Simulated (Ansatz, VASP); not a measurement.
Cu in VASP and in Ansatz

```
Cu
1.0
     1.21846   -3.97638    0.00000
     1.21846    3.97638    0.00000
     0.00000    0.00000    2.37648
Cu
2
Cartesian
  1.2185 2.9118 0.5941
  1.2185 -2.9118 1.7824
```

Change from the starting cell: strain +0.000 along x and y, -0.040 along z, atoms carried along.

Alike in both runs: task single point; functional PBEsol; k mesh 20 × 20 × 20; occupations gaussian, width 0.15 eV; no spin polarisation.

```csv
,VASP,Ansatz
version,VASP 6.6.1,Ansatz 0.2.0
potentials or method,"VASP PAW PBE potentials, release 64 (Cu), cutoff 520 eV","scalar-relativistic, plane waves, PAW"
valence electrons in the cell,22,38
```

|  | VASP | Ansatz | Ansatz less VASP |
| --- | --- | --- | --- |
| gap on the k mesh at the Fermi level (eV) | none | none | - |
| pressure (GPa) | 6.7 | 5.6 | -1.11 |
| traceless stress, the component that is largest in VASP (GPa) | 7.08 | 7.04 | -0.041 |
| rms of the force components (eV/Å) | 0.022 | 0.018 | -0.0033 |

VASP's potentials were made for PBE, not for PBEsol. Atom by atom the forces differ by 0.003 eV/Å (rms over components). A gap of «none» marks a metal or a gap that the smearing closes. VASP's potentials hold 22 valence electrons a cell and Ansatz's 38, so a difference there can come from the potentials and not from the codes.
